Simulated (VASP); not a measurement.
# C (C2/m) in VASP: further runs

C is run at these levels: r2SCAN; tasks: single point.

All numbers are computed with VASP 6.6.1; they aren't measurements. Logs are shortened: lines on timing, memory, paths and dates and some standing lists are left out, and cuts for length are marked.

## 1. The cell of the first run

It takes space group C2/m (No. 12, monoclinic). The conventional cell has a = 4.360 Å, b = 2.518 Å, c = 12.355 Å, α = 90.00°, β = 93.37°, γ = 90.00°. C (site symmetry m) has 4 C at 1.54 Å within 2.1 Å. Within 2.2 Å of C (site symmetry m) lie 5 C at 1.54 to 2.18 Å. C (site symmetry m) has 4 C at 1.54 Å within 2.1 Å. Within 2.1 Å of C (site symmetry m) lie 4 C at 1.54 Å. C (site symmetry m) has 4 C at 1.54 Å within 2.1 Å. Within 2.2 Å of C (site symmetry m) lie 5 C at 1.54 to 2.18 Å.

## 2. Single point, r2SCAN

The input, POSCAR:

```
C
1.0
    1.7801417073     -1.7801417073      0.0000000000
    1.7801417073      0.0000000000     -1.7801417073
    7.7140660745      6.8238172067      6.8238172067
C
12
Direct
    0.6215131933      0.6215131933      0.2708666667
   -0.0173701400     -0.0173701400      0.1042000000
    0.2603965267      0.2603965267      0.4375333333
    0.5381631933      0.5381631933      0.7708666667
    0.8992798600      0.8992798600      0.6042000000
    0.1770465267      0.1770465267      0.9375333333
    0.6006756933      0.6006756933      0.3958666667
    0.9617923600      0.9617923600      0.2292000000
    0.2395590267      0.2395590267      0.5625333333
    0.5173256933      0.5173256933      0.8958666667
   -0.1215576400     -0.1215576400      0.7292000000
    0.3229090267      0.3229090267      0.0625333333
```

The input, INCAR.step1:

```
ALGO = Normal
EDIFF = 1E-4
ENCUT = 520
GGA = PE
ISMEAR = 0
LASPH = True
LCHARG = False
LREAL = False
LWAVE = True
NBANDS = 36
NELM = 60
PREC = Accurate
SIGMA = 0.05
```

The input, INCAR.step2:

```
ALGO = Normal
EDIFF = 1E-6
ENCUT = 520
ISIF = 2
ISMEAR = 0
ISTART = 1
LASPH = True
LCHARG = True
LELF = True
LMIXTAU = True
LREAL = False
LVHAR = True
LWAVE = False
METAGGA = R2SCAN
NBANDS = 36
NELM = 60
PREC = Accurate
SIGMA = 0.05
```

The input, KPOINTS:

```
k-points
0
Gamma
  10 10 2
```

Potentials or basis: VASP PAW PBE potentials, release 64 (C).

The run is started by

```sh
$ cat potpaw_PBE.64/C/POTCAR > POTCAR
$ cp INCAR.step1 INCAR
$ mpirun -np 1 vasp_std > vasp.out
$ cp INCAR.step2 INCAR
$ mpirun -np 1 vasp_std > vasp.out
```

OUTCAR:

```text
EDIFF = 1E-6
   ENCUT = 520
   ISIF = 2
   ISMEAR = 0
   ISTART = 1
   LASPH = True
   LREAL = False
   METAGGA = R2SCAN
   NELM = 60
   PREC = Accurate

 ion  position               nearest neighbor table
   1  0.622  0.622  0.271-   7 1.54   8 1.54   8 1.54   8 1.54
   2  0.983  0.983  0.104-   8 1.54  12 1.54  12 1.54  12 1.54
   3  0.260  0.260  0.438-   7 1.54   7 1.54   7 1.54   9 1.54
   4  0.538  0.538  0.771-  10 1.54  11 1.54  11 1.54  11 1.54
   5  0.899  0.899  0.604-  11 1.54   9 1.54   9 1.54   9 1.54
   6  0.177  0.177  0.938-  10 1.54  10 1.54  10 1.54  12 1.70
   7  0.601  0.601  0.396-   3 1.54   3 1.54   3 1.54   1 1.54
   8  0.962  0.962  0.229-   2 1.54   1 1.54   1 1.54   1 1.54
   9  0.240  0.240  0.563-   3 1.54   5 1.54   5 1.54   5 1.54
  10  0.517  0.517  0.896-   6 1.54   6 1.54   6 1.54   4 1.54
  11  0.878  0.878  0.729-   5 1.54   4 1.54   4 1.54   4 1.54
  12  0.323  0.323  0.063-   2 1.54   2 1.54   2 1.54   6 1.70

  LATTYP: Found a base centered monoclinic cell.
 ALAT       =     4.3604388527
 B/A-ratio  =     0.5773502692
 C/A-ratio  =     2.8333352944
 COS(beta)  =    -0.0588352534

  Lattice vectors:

 A1 = (  -1.7801417073,   1.7801417073,   0.0000000000)
 A2 = (  -1.7801417073,   0.0000000000,   1.7801417073)
 A3 = (   7.7140660745,   6.8238172067,   6.8238172067)

Analysis of symmetry for initial positions (statically):
=====================================================================
 Subroutine PRICEL returns:
 Original cell was already a primitive cell.

 Routine SETGRP: Setting up the symmetry group for a
 base centered monoclinic supercell.

 Subroutine GETGRP returns: Found  4 space group operations
 (whereof  2 operations were pure point group operations)
 out of a pool of  4 trial point group operations.

The static configuration has the point symmetry C_1h.
 The point group associated with its full space group is C_2h.

Analysis of symmetry for dynamics (positions and initial velocities):
=====================================================================
 Subroutine PRICEL returns:
 Original cell was already a primitive cell.

 Routine SETGRP: Setting up the symmetry group for a
 base centered monoclinic supercell.

 Subroutine GETGRP returns: Found  4 space group operations
 (whereof  2 operations were pure point group operations)
 out of a pool of  4 trial point group operations.

The dynamic configuration has the point symmetry C_1h.
 The point group associated with its full space group is C_2h.

 Subroutine INISYM returns: Found  4 space group operations
 (whereof  2 operations are pure point group operations),
 and found     1 'primitive' translations

----------------------------------------------------------------------------------------

                                     Primitive cell

  volume of cell :      67.6932

  direct lattice vectors                    reciprocal lattice vectors
     1.780141707 -1.780141707  0.000000000     0.179447325 -0.382305707  0.179447325
     1.780141707  0.000000000 -1.780141707     0.179447325  0.179447325 -0.382305707
     7.714066074  6.823817207  6.823817207     0.046812753  0.046812753  0.046812753

  length of vectors
     2.517500545  2.517500545 12.354585300     0.458868541  0.458868541  0.081082066

  position of ions in fractional coordinates (direct lattice)
     0.621513193  0.621513193  0.270866667
     0.982629860  0.982629860  0.104200000
     0.260396527  0.260396527  0.437533333
     0.538163193  0.538163193  0.770866667
     0.899279860  0.899279860  0.604200000
     0.177046527  0.177046527  0.937533333
     0.600675693  0.600675693  0.395866667
     0.961792360  0.961792360  0.229200000
     0.239559027  0.239559027  0.562533333
     0.517325693  0.517325693  0.895866667
     0.878442360  0.878442360  0.729200000
     0.322909027  0.322909027  0.062533333

  ion indices of the primitive-cell ions
   primitive index   ion index
                 1           1
                 2           2
                 3           3
                 4           4
                 5           5
                 6           6
                 7           7
                 8           8
                 9           9
                10          10
                11          11
                12          12

----------------------------------------------------------------------------------------

 KPOINTS: k-points

Automatic generation of k-mesh.
 Grid dimensions read from file:
 generate k-points for:   10   10    2

 Generating k-lattice:

  Cartesian coordinates                     Fractional coordinates (reciprocal lattice)
     0.017944732 -0.038230571  0.017944732     0.100000000  0.000000000 -0.000000000
     0.017944732  0.017944732 -0.038230571     0.000000000  0.100000000 -0.000000000
     0.023406376  0.023406376  0.023406376     0.000000000  0.000000000  0.500000000

  Length of vectors
     0.045886854  0.045886854  0.040541033

  Shift w.r.t. Gamma in fractional coordinates (k-lattice)
     0.000000000  0.000000000  0.000000000

 Subroutine IBZKPT returns following result:
 ===========================================

 Found     62 irreducible k-points:

 Following reciprocal coordinates:
            Coordinates               Weight
  0.000000  0.000000  0.000000      1.000000
  0.100000  0.000000  0.000000      4.000000
  0.200000  0.000000  0.000000      4.000000
  0.300000  0.000000 -0.000000      4.000000
  0.400000  0.000000  0.000000      4.000000
  0.500000  0.000000  0.000000      2.000000
[... 16 lines left out ...]
  0.300000  0.300000 -0.000000      2.000000
  0.400000  0.300000 -0.000000      4.000000
 [... further k-points ...]
   k-points           NKPTS =     62   k-points in BZ     NKDIM =     62   number of bands    NBANDS=     36
   number of dos      NEDOS =    301   number of ions     NIONS =     12
   total plane-waves  NPLWV =  38400
   dimension x,y,z NGX =    20 NGY =   20 NGZ =   96
   dimension x,y,z NGXF=    40 NGYF=   40 NGZF=  192
   ions per type =              12
   NGX,Y,Z   is equivalent  to a cutoff of  13.21, 13.21, 12.92 a.u.
   NGXF,Y,Z  is equivalent  to a cutoff of  26.41, 26.41, 25.84 a.u.
 SYSTEM =  unknown system
   PREC   = accura    normal or accurate (medium, high low for compatibility)
   ISTART =      1    job   : 0-new  1-cont  2-samecut
   ICHARG =      0    charge: 1-file 2-atom 10-const
   ISPIN  =      1    spin polarized calculation?
   LNONCOLLINEAR =      F non collinear calculations
   LSORBIT =      F    spin-orbit coupling
   LASPH  =      T    aspherical Exc in radial PAW
   ENCUT  =  520.0 eV  38.22 Ry    6.18 a.u.   4.68  4.68 22.97*2*pi/ulx,y,z
   NELM   =     60;   NELMIN=  2; NELMDL=  0     # of ELM steps
   EDIFF  = 0.1E-05   stopping-criterion for ELM
   LREAL  =      F    real-space projection
[... 7 lines left out ...]
   TEBEG  =    0.0;   TEEND  =   0.0 temperature during run
   PSTRESS=    0.0 pullay stress
   NELECT =      48.0000    total number of electrons
   NUPDOWN=      -1.0000    fix difference up-down
   EMIN   =  10.00;   EMAX   =-10.00  energy-range for DOS
   EFERMI =   0.00;   METHOD = LEGACY
   ISMEAR =     0;   SIGMA  =   0.05  broadening in eV -4-tet -1-fermi 0-gaus
   EFERMI_NEDOS =   21; number of points for ismear=-14 and -15
   IALGO  =     38    algorithm
   IMIX   =      4    mixing-type and parameters
     AMIX     =   0.40;   BMIX     =  1.00
     AMIX_MAG =   1.60;   BMIX_MAG =  1.00
  volume/ion in A,a.u.               =       5.64        38.07
  Fermi-wavevector in a.u.,A,eV,Ry     =   1.459846  2.758708 28.996044  2.131149
  Thomas-Fermi vector in A             =   2.576365
   LORBIT       =      0    0 simple, 1 ext, 2 COOP (PROOUT), +10 PAW based schemes
   METAGGA = R2SCAN    functional components
   LHFCALC =     F    Hartree Fock is set to
   AEXX    =    0.0000 exact exchange contribution
   IVDW    =     0    specifies the selected vdW correction
   LEPSILON=     F    determine dielectric tensor
   LRPA    =     F    only Hartree local field effects (RPA)
 non-spin polarized calculation
 Gauss-broadening in eV      SIGMA  =   0.05
  energy-cutoff  :      520.00
  volume of cell :       67.69
 maximum number of plane-waves:      1843
   NGX =  9   NGY =  9   NGZ = 45

 number of electron      47.9999996 magnetization

 Free energy of the ion-electron system (eV)
  ---------------------------------------------------
  ext. energy  EPLUGINS =         0.00000000
  ---------------------------------------------------
  free energy    TOTEN  =      -115.64877302 eV

  energy without entropy =     -115.64877302  energy(sigma->0) =     -115.64877302

 E-fermi :  10.6926     XC(G=0): -14.3041

 val. band max:       10.4712064703   @ k =   0.0000   0.0000   0.0000
 cond. band min:      13.1517132087   @ k =   0.5000   0.0000   0.0000
 fundamental gap:      2.6805067384
 Fermi energy:        10.6926057902

 k-point     1 :       0.0000    0.0000    0.0000
  band No.  band energies     occupation
      1     -12.9684      2.00000
      2     -12.1694      2.00000
      3     -12.1477      2.00000
      4      -9.8342      2.00000
      5      -9.7709      2.00000
      6      -7.0012      2.00000
[... 28 lines left out ...]
     35      18.4548      0.00000
     36      18.5159      0.00000

 k-point     2 :       0.1000    0.0000    0.0000
  band No.  band energies     occupation
      1     -12.7100      2.00000
      2     -11.9317      2.00000
      3     -11.8726      2.00000
      4      -9.6151      2.00000
      5      -9.4922      2.00000
      6      -6.7726      2.00000
[... 28 lines left out ...]
     35      18.6715      0.00000
     36      18.8632      0.00000
[... 817 lines left out ...]
     35      19.7720      0.00000
     36      20.2861      0.00000

 k-point    24 :       0.4000    0.3000   -0.0000
  band No.  band energies     occupation
      1      -9.6595      2.00000
      2      -9.0567      2.00000
      3      -8.7181      2.00000
      4      -6.9673      2.00000
      5      -6.3940      2.00000
      6      -4.1920      2.00000
[... 28 lines left out ...]
     35      19.9167      0.00000
     36      20.2163      0.00000

 [... further k-points ...]

------------------------ aborting loop because EDIFF is reached ----------------------------------------

  FORCE on cell =-STRESS in cart. coord.  units (eV):
  Direction    XX          YY          ZZ          XY          YZ          ZX
  --------------------------------------------------------------------------------------
  -------------------------------------------------------------------------------------
  Total      -11.6456903      7.4334143      7.4334143     -0.6658438      7.1289632     -0.6658446
  in kB     -275.6327671    175.9356901    175.9356901    -15.7593380    168.7298750    -15.7593559
  external PRESSURE =      25.4128710 kB  Pullay stress =       0.0000000 kB

 VOLUME and BASIS-vectors are now :
 -----------------------------------------------------------------------------
  energy-cutoff  :      520.00
  volume of cell :       67.69
      direct lattice vectors                 reciprocal lattice vectors
     1.780141707 -1.780141707  0.000000000     0.179447325 -0.382305707  0.179447325
     1.780141707  0.000000000 -1.780141707     0.179447325  0.179447325 -0.382305707
     7.714066074  6.823817207  6.823817207     0.046812753  0.046812753  0.046812753

 POSITION                                       TOTAL-FORCE (eV/Angst)
 -----------------------------------------------------------------------------------
      4.30225      0.74196      0.74196         0.000998     -0.010433     -0.010433
      4.30225     -1.03818     -1.03818        -0.062022      0.374852      0.374852
      4.30225      2.52210      2.52210         0.005660     -0.005550     -0.005550
      7.86253      4.30225      4.30225         0.351626     -0.405945     -0.405945
      7.86253      2.52210      2.52210         0.043851     -0.034569     -0.034569
      7.86253      6.08239      6.08239         3.310125     -2.711963     -2.711963
      5.19232      1.63203      1.63203        -0.043851      0.034569      0.034569
      5.19232     -0.14811     -0.14811        -0.351626      0.405945      0.405945
      5.19232      3.41218      3.41218        -0.005660      0.005550      0.005550
      8.75260      5.19232      5.19232         0.062022     -0.374852     -0.374852
      8.75260      3.41218      3.41218        -0.000998      0.010433      0.010433
      1.63203     -0.14811     -0.14811        -3.310125      2.711963      2.711963
 -----------------------------------------------------------------------------------
    total drift:                                0.000001      0.000001      0.000001

  FREE ENERGIE OF THE ION-ELECTRON SYSTEM (eV)
  ---------------------------------------------------
  free  energy   TOTEN  =      -115.6487730199 eV

  energy  without entropy=     -115.6487730199  energy(sigma->0) =     -115.64877302
```

It took 5.3 min on 1 thread of Intel Xeon Platinum 8559C (Emerald Rapids), shared host; peak memory 0.24 GiB.

What came out:

| Item | Value |
| --- | --- |
| Free energy | -115.6488 eV |
| Pressure | 2.5 GPa |
| Largest force | 5.066 eV/Å |
| Band gap on the k mesh | 2.68 eV (least direct gap 4.84 eV) |

Forces in eV/Å, atoms in the order of the input:
```
C    0.001 -0.010 -0.010
C   -0.062  0.375  0.375
C    0.006 -0.006 -0.006
C    0.352 -0.406 -0.406
C    0.044 -0.035 -0.035
C    3.310 -2.712 -2.712
C   -0.044  0.035  0.035
C   -0.352  0.406  0.406
C   -0.006  0.006  0.006
C    0.062 -0.375 -0.375
C   -0.001  0.010  0.010
C   -3.310  2.712  2.712
```

Levels at points of the mesh, in eV from the valence-band top:
| k point | band 21 | band 22 | band 23 | band 24 | band 25 | band 26 | band 27 | band 28 |
| --- | --- | --- | --- | --- | --- | --- | --- | --- |
| (0.00, 0.00, 0.00) | -1.52 | -0.95 | -0.85 | 0.00 | 5.06 | 5.09 | 5.44 | 5.62 |
| (0.50, 0.00, 0.00) | -4.95 | -4.67 | -3.94 | -2.31 | 2.68 | 4.51 | 4.73 | 5.29 |
| (0.50, 0.50, 0.00) | -4.98 | -4.85 | -3.90 | -3.70 | 3.85 | 4.26 | 4.84 | 5.07 |
| (0.00, 0.00, 0.50) | -1.45 | -0.90 | -0.90 | -0.83 | 5.22 | 5.35 | 5.63 | 5.74 |
| (0.50, 0.00, 0.50) | -4.73 | -4.26 | -3.92 | -2.51 | 2.92 | 4.55 | 4.65 | 5.38 |
| (0.50, 0.50, 0.50) | -4.63 | -4.49 | -4.14 | -3.98 | 3.98 | 4.27 | 4.53 | 5.54 |

Caveat: the PAW data sets were made with another functional, which shifts forces and pressure a little. A k mesh can miss the band edges.

## 3. Single point, r2SCAN

The input, POSCAR:

```
C
1.0
    1.7801417073     -1.7801417073      0.0000000000
    1.7801417073      0.0000000000     -1.7801417073
    8.9007085366      6.2304959756      6.2304959756
C
12
Direct
    0.5312333333      0.5312333333      0.2708666667
   -0.0521000000     -0.0521000000      0.1042000000
    0.1145666667      0.1145666667      0.4375333333
    0.2812333333      0.2812333333      0.7708666667
    0.6979000000      0.6979000000      0.6042000000
   -0.1354333333     -0.1354333333      0.9375333333
    0.4687333333      0.4687333333      0.3958666667
    0.8854000000      0.8854000000      0.2292000000
    0.0520666667      0.0520666667      0.5625333333
    0.2187333333      0.2187333333      0.8958666667
   -0.3646000000     -0.3646000000      0.7292000000
    0.3020666667      0.3020666667      0.0625333333
```

The input, INCAR.step1:

```
PREC = Accurate
ENCUT = 520
ISMEAR = 0
SIGMA = 0.05
LREAL = False
LASPH = True
NELM = 80
NBANDS = 36
GGA = PE
ALGO = Normal
EDIFF = 1E-4
LWAVE = True
LCHARG = False
```

The input, INCAR.step2:

```
PREC = Accurate
ENCUT = 520
EDIFF = 1E-6
ISMEAR = 0
SIGMA = 0.05
LREAL = False
LASPH = True
NELM = 80
ALGO = Normal
ISIF = 2
LWAVE = False
LCHARG = False
METAGGA = R2SCAN
LMIXTAU = True
NBANDS = 36
ISTART = 1
```

The input, KPOINTS:

```
regular mesh
0
Gamma
  10 10 2
```

Potentials or basis: VASP PAW PBE potentials, release 64 (C).

The run is started by

```sh
$ cat potpaw_PBE.64/C/POTCAR > POTCAR
$ cp INCAR.step1 INCAR
$ mpirun -np 1 vasp_std > vasp.out
$ cp INCAR.step2 INCAR
$ mpirun -np 1 vasp_std > vasp.out
```

Run time: 5.6 min. Hardware: 1 thread of Intel Xeon Platinum 8559C (Emerald Rapids), shared host; peak memory 0.24 GiB.

The run converged. Its results:

```yaml
Free_energy: -113.6776 eV
Pressure: 3.9 GPa
Largest_force: 3.441 eV/Å
Band_gap_on_the_k_mesh: zero (bands 24 and 25 overlap by 0.22 eV)
```

Forces on the atoms (eV/Å):
```
C   -0.027 -0.075 -0.075
C    1.093 -0.260 -0.260
C   -0.045 -0.047 -0.047
C   -0.652 -0.157 -0.157
C   -0.074 -0.051 -0.051
C   -2.135 -1.908 -1.908
C    0.074  0.051  0.051
C    0.652  0.157  0.157
C    0.045  0.047  0.047
C   -1.093  0.260  0.260
C    0.027  0.075  0.075
C    2.135  1.908  1.908
```

Stress tensor (GPa, compression positive):
```
20.13 11.41 11.41
11.41 -4.17  5.61
11.41  5.61 -4.17
```

Levels at points of the mesh, in eV from the Fermi level:
| k point | band 22 | band 23 | band 24 | band 25 | band 26 | band 27 |
| --- | --- | --- | --- | --- | --- | --- |
| (0.00, 0.00, 0.00) | -0.83 | -0.67 | 0.20 | 4.90 | 5.61 | 5.81 |
| (0.50, 0.00, 0.00) | -4.48 | -3.76 | -1.91 | 1.01 | 4.65 | 4.88 |
| (0.50, 0.50, 0.00) | -4.18 | -3.50 | -2.91 | 3.08 | 4.56 | 5.02 |
| (0.00, 0.00, 0.50) | -0.76 | -0.76 | -0.52 | 5.33 | 5.37 | 5.71 |
| (0.50, 0.00, 0.50) | -4.02 | -3.78 | -1.83 | 0.95 | 4.68 | 4.82 |
| (0.50, 0.50, 0.50) | -3.90 | -3.85 | -2.61 | 2.96 | 4.70 | 4.94 |

Caveat: the cell stands under pressure; the PAW data sets were made with another functional, which shifts forces and pressure a little.
